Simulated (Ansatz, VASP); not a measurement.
Pt: VASP beside Ansatz

POSCAR

```
Pt
1.0
   -1.4515579354      1.4515579354      1.8870253160
    1.4515579354     -1.4515579354      1.8870253160
    1.4515579354      1.4515579354     -1.8870253160
Pt
1
Direct
    0.0000000000      0.0000000000      0.0000000000
```

INCAR.step1

```
SYSTEM = Pt
PREC = Accurate ; ENCUT = 520
ISMEAR = 0 ; SIGMA = 0.15
LREAL = .False. ; LASPH = .True.
NELM = 60 ; NBANDS = 11
GGA = PE ; ALGO = Normal
EDIFF = 1E-4 ; LWAVE = .True.
LCHARG = .False.
```

Contents of INCAR.step2:

```
SYSTEM = Pt
PREC = Accurate ; ENCUT = 520
EDIFF = 1E-6 ; ISMEAR = 0
SIGMA = 0.15 ; LREAL = .False.
LASPH = .True. ; NELM = 60
ALGO = Normal ; ISIF = 2
LWAVE = .False. ; LCHARG = .False.
METAGGA = R2SCAN ; LMIXTAU = .True.
NBANDS = 11 ; ISTART = 1
```

The input KPOINTS:

```
regular mesh
0
Gamma
  24 24 24
  0 0 0
```

Input for Ansatz:

```yaml
crystal:
  lattice:
    - [-1.4515579354, 1.4515579354, 1.887025316]
    - [1.4515579354, -1.4515579354, 1.887025316]
    - [1.4515579354, 1.4515579354, -1.887025316]
  atoms:
    - { symbol: Pt, position: [0.0, 0.0, 0.0] }
basis:
  ecutwfc: 500
kpoints:
  mp_grid: { grid: [24, 24, 24] }
hamiltonian:
  xc: r2scan
scf:
  occupations: { method: gaussian, width: 0.15 }
output:
  forces: true
  stress: true
  eigenvalues: true
```

Alike in both runs: task single point; functional r2SCAN; k mesh 24 × 24 × 24; occupations gaussian, width 0.15 eV; no spin polarisation.

|  | VASP | Ansatz |
| --- | --- | --- |
| version | VASP 6.6.1 | Ansatz 0.2.0 |
| potentials or method | VASP PAW PBE potentials, release 64 (Pt), cutoff 520 eV | scalar-relativistic, plane waves, PAW |
| valence electrons in the cell | 10 | 18 |

VASP gave:

| Item | Value |
| --- | --- |
| gap on the k mesh at the Fermi level (eV) | none |
| pressure (GPa) | -8.4 |
| traceless stress, the component that is largest in VASP (GPa) | 2.75 |

Q: Which values does Ansatz return?

A: gap on the k mesh at the Fermi level (eV): none; pressure (GPa): -8.9; traceless stress, the component that is largest in VASP (GPa): 2.69.

VASP's potentials were made for PBE, not for r2SCAN. A gap of «none» marks a metal or a gap that the smearing closes. VASP's potentials hold 10 valence electrons a cell and Ansatz's 18, so a difference there can come from the potentials and not from the codes.

Spin-orbit coupling is off throughout.
